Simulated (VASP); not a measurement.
# Si5C (P4/mmm) in VASP: further runs

The runs below take Si5C through single point, relaxation of cell and atoms, with PBE.

All numbers are computed with VASP 6.6.1; they aren't measurements. Logs are shortened: lines on timing, memory, paths and dates and some standing lists are left out, and cuts for length are marked.

**1. The cell of the first run**

It takes space group P4/mmm (No. 123, tetragonal). The conventional cell has a = 2.715 Å, b = 2.715 Å, c = 10.416 Å, α = 90.00°, β = 90.00°, γ = 90.00°. Si (site symmetry 4mm) has 4 C at 2.26 Å and 9 Si at 2.38 to 2.85 Å within 3.0 Å. Si (site symmetry 4mm) has 12 Si at 2.71 to 2.85 Å and 1 C at 3.29 Å within 3.6 Å. Within 3.6 Å of Si (site symmetry 4/mmm) lie 12 Si at 2.71 Å. C (site symmetry 4/mmm) has 8 Si at 2.26 Å and 4 C at 2.71 Å within 3.0 Å.

**2. Single point, PBE, collinear spin**

Input file INCAR:

```
SYSTEM = Si5C
ALGO = Normal
EDIFF = 1E-6
ENCUT = 520
GGA = PE
ISIF = 2
ISMEAR = 0
ISPIN = 2
LASPH = .True.
LCHARG = .False.
LORBIT = 11
LREAL = .False.
LWAVE = .False.
MAGMOM = 0 0 0 0 0 1
NBANDS = 25
NELM = 150
PREC = Accurate
SIGMA = 0.1
```

Input file KPOINTS:

```
k-points
0
Gamma
  6 6 2
  0 0 0
```

Input file POSCAR:

```
Si5C
1.0
    2.7148010627      0.0000000000      0.0000000000
    0.0000000000      2.7148010627      0.0000000000
    0.0000000000      0.0000000000     10.4158395724
Si C
5 1
Direct
    0.5000000000      0.5000000000      0.1144019066
    0.0000000000      0.0000000000      0.3162549157
    0.5000000000      0.5000000000      0.5000000000
    0.0000000000      0.0000000000      0.6837450843
    0.5000000000      0.5000000000      0.8855980934
    0.0000000000      0.0000000000      0.0000000000
```

Potentials or basis: VASP PAW PBE potentials, release 64 (Si, C).

Launch:

```bash
$ cat potpaw_PBE.64/Si/POTCAR potpaw_PBE.64/C/POTCAR > POTCAR
$ mpirun -np 1 vasp_std > vasp.out
```

OUTCAR:

```text
SYSTEM = Si5C
   EDIFF = 1E-6
   ENCUT = 520
   GGA = PE
   ISIF = 2
   ISMEAR = 0
   ISPIN = 2
   LASPH = .True.
   LORBIT = 11
   LREAL = .False.
   NELM = 150
   PREC = Accurate

 ion  position               nearest neighbor table
   1  0.500  0.500  0.114-   6 2.26   6 2.26   6 2.26   6 2.26   5 2.38   2 2.85   2 2.85   2 2.85
                             2 2.85
   2  0.000  0.000  0.316-   3 2.71   3 2.71   3 2.71   3 2.71   1 2.85   1 2.85   1 2.85   1 2.85

   3  0.500  0.500  0.500-   2 2.71   4 2.71   2 2.71   4 2.71   2 2.71   4 2.71   2 2.71   4 2.71

   4  0.000  0.000  0.684-   3 2.71   3 2.71   3 2.71   3 2.71   5 2.85   5 2.85   5 2.85   5 2.85

   5  0.500  0.500  0.886-   6 2.26   6 2.26   6 2.26   6 2.26   1 2.38   4 2.85   4 2.85   4 2.85
                             4 2.85
   6  0.000  0.000  0.000-   1 2.26   5 2.26   1 2.26   5 2.26   1 2.26   5 2.26   1 2.26   5 2.26

  LATTYP: Found a simple tetragonal cell.
 ALAT       =     2.7148010627
 C/A-ratio  =     3.8366861261

  Lattice vectors:

 A1 = (   2.7148010627,   0.0000000000,   0.0000000000)
 A2 = (   0.0000000000,   2.7148010627,   0.0000000000)
 A3 = (   0.0000000000,   0.0000000000,  10.4158395724)

Analysis of symmetry for initial positions (statically):
=====================================================================
 Subroutine PRICEL returns:
 Original cell was already a primitive cell.

 Routine SETGRP: Setting up the symmetry group for a
 simple tetragonal supercell.

 Subroutine GETGRP returns: Found 16 space group operations
 (whereof 16 operations were pure point group operations)
 out of a pool of 16 trial point group operations.

The static configuration has the point symmetry D_4h.

Analysis of symmetry for dynamics (positions and initial velocities):
=====================================================================
 Subroutine PRICEL returns:
 Original cell was already a primitive cell.

 Routine SETGRP: Setting up the symmetry group for a
 simple tetragonal supercell.

 Subroutine GETGRP returns: Found 16 space group operations
 (whereof 16 operations were pure point group operations)
 out of a pool of 16 trial point group operations.

The dynamic configuration has the point symmetry D_4h.

Analysis of structural, dynamic, and magnetic symmetry:
=====================================================================
 Subroutine PRICEL returns:
 Original cell was already a primitive cell.

 Routine SETGRP: Setting up the symmetry group for a
 simple tetragonal supercell.

[... 142 lines left out ...]
 maximum number of plane-waves:      2104
   NGX = 11   NGY = 11   NGZ = 39

 number of electron      24.0000002 magnetization       0.0011437

 Free energy of the ion-electron system (eV)
  ---------------------------------------------------
  ext. energy  EPLUGINS =         0.00000000
  ---------------------------------------------------
  free energy    TOTEN  =       -30.83075627 eV

  energy without entropy =      -30.82243255  energy(sigma->0) =      -30.82659441

 E-fermi :  10.3439     XC(G=0): -11.4459

 val. band max:       10.1770354259   @ k =   0.0000   0.0000   0.5000
 cond. band min:      10.3898965468   @ k =   0.3333   0.0000   0.0000
 fundamental gap:      0.2128611209
 Fermi energy:        10.3438632927

 spin component 1

 k-point     1 :       0.0000    0.0000    0.0000
  band No.  band energies     occupation
      1      -6.2077      1.00000
      2      -3.5783      1.00000
      3      -2.6988      1.00000
      4       0.4142      1.00000
      5       0.7155      1.00000
      6       6.2622      1.00000
[... 529 lines left out ...]
     23      12.6361      0.00000
     24      15.3610      0.00000
 Fermi energy:        10.3438632927

 spin component 2

 k-point     1 :       0.0000    0.0000    0.0000
  band No.  band energies     occupation
      1      -6.2071      1.00000
      2      -3.5783      1.00000
      3      -2.6987      1.00000
      4       0.4144      1.00000
      5       0.7157      1.00000
      6       6.2623      1.00000
[... 529 lines left out ...]
     23      12.6362      0.00000
     24      15.3611      0.00000
 [bands above 24 left out]

------------------------ aborting loop because EDIFF is reached ----------------------------------------

  FORCE on cell =-STRESS in cart. coord.  units (eV):
  Direction    XX          YY          ZZ          XY          YZ          ZX
  --------------------------------------------------------------------------------------
  -------------------------------------------------------------------------------------
  Total       -0.0306268     -0.0306268     -0.0353342      0.0000000      0.0000000      0.0000000
  in kB       -0.6392067     -0.6392067     -0.7374555      0.0000000      0.0000000      0.0000000
  external PRESSURE =      -0.6719563 kB  Pullay stress =       0.0000000 kB

 VOLUME and BASIS-vectors are now :
 -----------------------------------------------------------------------------
  energy-cutoff  :      520.00
  volume of cell :       76.77
      direct lattice vectors                 reciprocal lattice vectors
     2.714801063  0.000000000  0.000000000     0.368351116  0.000000000  0.000000000
     0.000000000  2.714801063  0.000000000     0.000000000  0.368351116  0.000000000
     0.000000000  0.000000000 10.415839572     0.000000000  0.000000000  0.096007623

 POSITION                                       TOTAL-FORCE (eV/Angst)
 -----------------------------------------------------------------------------------
      1.35740      1.35740      1.19159         0.000000     -0.000000      0.000956
      0.00000      0.00000      3.29406         0.000000      0.000000     -0.001142
      1.35740      1.35740      5.20792        -0.000000     -0.000000      0.000000
      0.00000      0.00000      7.12178        -0.000000      0.000000      0.001142
      1.35740      1.35740      9.22425        -0.000000      0.000000     -0.000956
      0.00000      0.00000      0.00000        -0.000000     -0.000000      0.000000
 -----------------------------------------------------------------------------------
    total drift:                                0.000000     -0.000000      0.000000

  FREE ENERGIE OF THE ION-ELECTRON SYSTEM (eV)
  ---------------------------------------------------
  free  energy   TOTEN  =       -30.8307562693 eV

  energy  without entropy=      -30.8224325471  energy(sigma->0) =      -30.82659441

 total charge

# of ion       s       p       d       tot
------------------------------------------
    1        0.807   0.713   0.000   1.520
    2        0.848   0.692   0.000   1.539
    3        0.841   0.709   0.000   1.550
    4        0.848   0.692   0.000   1.539
    5        0.807   0.713   0.000   1.520
    6        0.913   1.354   0.000   2.267
--------------------------------------------------
tot          5.064   4.872   0.000   9.936

 magnetization (x)

# of ion       s       p       d       tot
------------------------------------------
    1       -0.000  -0.000   0.000  -0.000
    2       -0.000  -0.000   0.000  -0.000
    3       -0.000  -0.000   0.000  -0.000
    4       -0.000  -0.000   0.000  -0.000
    5       -0.000  -0.000   0.000  -0.000
    6        0.000   0.000   0.000   0.000
--------------------------------------------------
tot          0.000   0.000   0.000   0.000
```

OSZICAR:

```text
N       E                     dE             d eps       ncg     rms          rms(c)
DAV:   1     0.343014598914E+02    0.34301E+02   -0.95667E+03  2000   0.819E+02
DAV:   2    -0.285594946550E+02   -0.62861E+02   -0.58498E+02  2499   0.131E+02
DAV:   3    -0.316928820694E+02   -0.31334E+01   -0.30689E+01  2624   0.235E+01
DAV:   4    -0.317199067446E+02   -0.27025E-01   -0.27001E-01  2375   0.253E+00
DAV:   5    -0.317201227382E+02   -0.21599E-03   -0.21594E-03  2651   0.219E-01    0.861E+00
DAV:   6    -0.309991911796E+02    0.72093E+00   -0.38996E+00  2622   0.947E+00    0.478E+00
DAV:   7    -0.308316380635E+02    0.16755E+00   -0.12527E+00  2487   0.474E+00    0.282E+00
DAV:   8    -0.308268247466E+02    0.48133E-02   -0.16843E-01  2452   0.184E+00    0.970E-01
DAV:   9    -0.308293197114E+02   -0.24950E-02   -0.17670E-02  2389   0.597E-01    0.318E-01
DAV:  10    -0.308299071640E+02   -0.58745E-03   -0.10653E-03  2530   0.157E-01    0.241E-01
DAV:  11    -0.308302974812E+02   -0.39032E-03   -0.18919E-04  2558   0.643E-02    0.143E-01
DAV:  12    -0.308306812122E+02   -0.38373E-03   -0.22857E-04  2545   0.725E-02    0.500E-02
DAV:  13    -0.308307009605E+02   -0.19748E-04   -0.48007E-05  2390   0.324E-02    0.281E-02
DAV:  14    -0.308307189832E+02   -0.18023E-04   -0.16122E-05  2506   0.175E-02    0.211E-02
DAV:  15    -0.308307478271E+02   -0.28844E-04   -0.63396E-05  2510   0.350E-02    0.105E-02
DAV:  16    -0.308307544758E+02   -0.66487E-05   -0.22285E-05  2532   0.206E-02    0.745E-03
DAV:  17    -0.308307558591E+02   -0.13832E-05   -0.43750E-06  2375   0.940E-03    0.420E-03
DAV:  18    -0.308307562693E+02   -0.41027E-06   -0.17115E-06  2050   0.540E-03
   1 F= -.30830756E+02 E0= -.30826594E+02  d E =-.832372E-02  mag=     0.0004
```

stdout:

```text
POSCAR found type information on POSCAR SiC
 POSCAR found :  2 types and       6 ions
 scaLAPACK will be used
 LDA part: xc-table for (Slater+PW92), standard interpolation
 POSCAR, INCAR and KPOINTS ok, starting setup
 FFT: planning ... GRIDC
 FFT: planning ... GRID_SOFT
 FFT: planning ... GRID
 WAVECAR not read
 entering main loop
```

Run time: 70 s. Hardware: 1 thread of Intel Xeon Platinum 8375C at 2.90GHz (Ice Lake), shared host; peak memory 0.22 GiB.

Results:

```yaml
Free_energy: -30.8308 eV
Pressure: -0.1 GPa
Band_gap_on_the_k_mesh: zero (filled and empty bands overlap)
Net_moment: 0.00 μB per cell
Valence_electrons_inside_the_program's_atomic_spheres: Si 1.52, 1.54, 1.55 (each value once); C 2.27
```

Caveat: the k points lie up to 0.39 Å⁻¹ apart, too coarse for converged energies and pressures of a metal.

**3. Single point, PBE, collinear spin**

This run uses another cell than the first one, of 14.80 Å³/atom.

Input file INCAR:

```
PREC     = Accurate       # precision mode
ENCUT    = 520            # plane-wave cutoff, eV
EDIFF    = 1E-6           # SCF threshold, eV
ISMEAR   = 0              # smearing method
SIGMA    = 0.1            # smearing width, eV
LREAL    = F              # projectors in reciprocal space
LASPH    = T              # aspherical terms in the spheres
NELM     = 150            # most SCF steps
ALGO     = Normal         # electronic algorithm
ISIF     = 2              # what is computed and relaxed
LWAVE    = F              # write WAVECAR
LCHARG   = F              # write CHGCAR
ISPIN    = 2              # spin polarisation
MAGMOM   = 0 0 0 0 0 1    # initial moments
LORBIT   = 11             # projections on sites
GGA      = PE             # functional
NBANDS   = 25             # bands
```

Input file KPOINTS:

```
Automatic mesh
0
Gamma
  6 6 2
```

Input file POSCAR:

```
Si5C
1.0
    2.7558119000      0.0000000000      0.0000000000
    0.0000000000      2.7558119000      0.0000000000
    0.0000000000      0.0000000000     11.6919196900
Si C
5 1
Direct
    0.5000000000      0.5000000000      0.1666666700
    0.0000000000      0.0000000000      0.3333333300
    0.5000000000      0.5000000000      0.5000000000
    0.0000000000      0.0000000000      0.6666666700
    0.5000000000      0.5000000000      0.8333333300
    0.0000000000      0.0000000000      0.0000000000
```

Potentials or basis: VASP PAW PBE potentials, release 64 (Si, C).

Launch:

```bash
$ cat potpaw_PBE.64/Si/POTCAR potpaw_PBE.64/C/POTCAR > POTCAR
$ mpirun -np 1 vasp_std > vasp.out
```

OUTCAR:

```text
PREC = Accurate
   ENCUT = 520
   EDIFF = 1E-6
   ISMEAR = 0
   LREAL = F
   LASPH = T
   NELM = 150
   ISIF = 2
   ISPIN = 2
   LORBIT = 11
   GGA = PE

 ion  position               nearest neighbor table
   1  0.500  0.500  0.167-   2 2.76   2 2.76   2 2.76   2 2.76
   2  0.000  0.000  0.333-   1 2.76   1 2.76   1 2.76   1 2.76   3 2.76   3 2.76   3 2.76   3 2.76

   3  0.500  0.500  0.500-   2 2.76   4 2.76   2 2.76   4 2.76   2 2.76   4 2.76   2 2.76   4 2.76

   4  0.000  0.000  0.667-   5 2.76   5 2.76   5 2.76   5 2.76   3 2.76   3 2.76   3 2.76   3 2.76

   5  0.500  0.500  0.833-   4 2.76   4 2.76   4 2.76   4 2.76
[... 1317 lines left out ...]
      1.37791      1.37791      1.94865        -0.000000      0.000000     -1.236129
      0.00000      0.00000      3.89731         0.000000     -0.000000     -0.075836
      1.37791      1.37791      5.84596        -0.000000     -0.000000      0.000000
      0.00000      0.00000      7.79461        -0.000000      0.000000      0.075836
      1.37791      1.37791      9.74327        -0.000000     -0.000000      1.236129
      0.00000      0.00000      0.00000        -0.000000     -0.000000      0.000000
 -----------------------------------------------------------------------------------
    total drift:                                0.000000     -0.000000     -0.000000

  FREE ENERGIE OF THE ION-ELECTRON SYSTEM (eV)
  ---------------------------------------------------
  free  energy   TOTEN  =       -28.5408900455 eV

  energy  without entropy=      -28.5157108438  energy(sigma->0) =      -28.52830044

 total charge

# of ion       s       p       d       tot
------------------------------------------
    1        0.847   0.628   0.000   1.475
    2        0.842   0.688   0.000   1.530
    3        0.835   0.696   0.000   1.531
    4        0.842   0.688   0.000   1.530
    5        0.847   0.628   0.000   1.475
    6        1.046   0.976   0.000   2.022
--------------------------------------------------
tot          5.260   4.303   0.000   9.563

 magnetization (x)

# of ion       s       p       d       tot
------------------------------------------
    1        0.000   0.000   0.000   0.000
    2        0.000   0.000   0.000   0.000
    3        0.000   0.000   0.000   0.000
    4        0.000   0.000   0.000   0.000
    5        0.000   0.000   0.000   0.000
    6        0.000  -0.000   0.000  -0.000
--------------------------------------------------
tot          0.000   0.000   0.000   0.000
```

stdout:

```text
POSCAR found type information on POSCAR SiC
 POSCAR found :  2 types and       6 ions
 scaLAPACK will be used
 LDA part: xc-table for (Slater+PW92), standard interpolation
 POSCAR, INCAR and KPOINTS ok, starting setup
 FFT: planning ... GRIDC
 FFT: planning ... GRID_SOFT
 FFT: planning ... GRID
 WAVECAR not read
 entering main loop
```

Run time: 90 s. Hardware: 1 thread of Intel Xeon Platinum 8375C at 2.90GHz (Ice Lake), shared host; peak memory 0.24 GiB.

What came out:

* Free energy: -28.5409 eV
* Pressure: -8.8 GPa
* Largest force: 1.236 eV/Å
* Band gap on the k mesh: zero (filled and empty bands overlap)
* Net moment: 0.00 μB per cell
* Valence electrons inside the program's atomic spheres: Si 1.48, 1.53 (each value once); C 2.02

Forces on the atoms (eV/Å):
```
Si   0.000  0.000 -1.236
Si   0.000  0.000 -0.076
Si   0.000  0.000  0.000
Si   0.000  0.000  0.076
Si   0.000  0.000  1.236
C    0.000  0.000  0.000
```

Caveat: the k points lie up to 0.38 Å⁻¹ apart, too coarse for converged energies and pressures of a metal; forces of over 1 eV/Å act on the atoms, so gaps and moduli don't describe the material at rest.

(Continued in part 2 of 2.)

The gap in the log of VASP goes by the Fermi energy; the results here count the filled bands.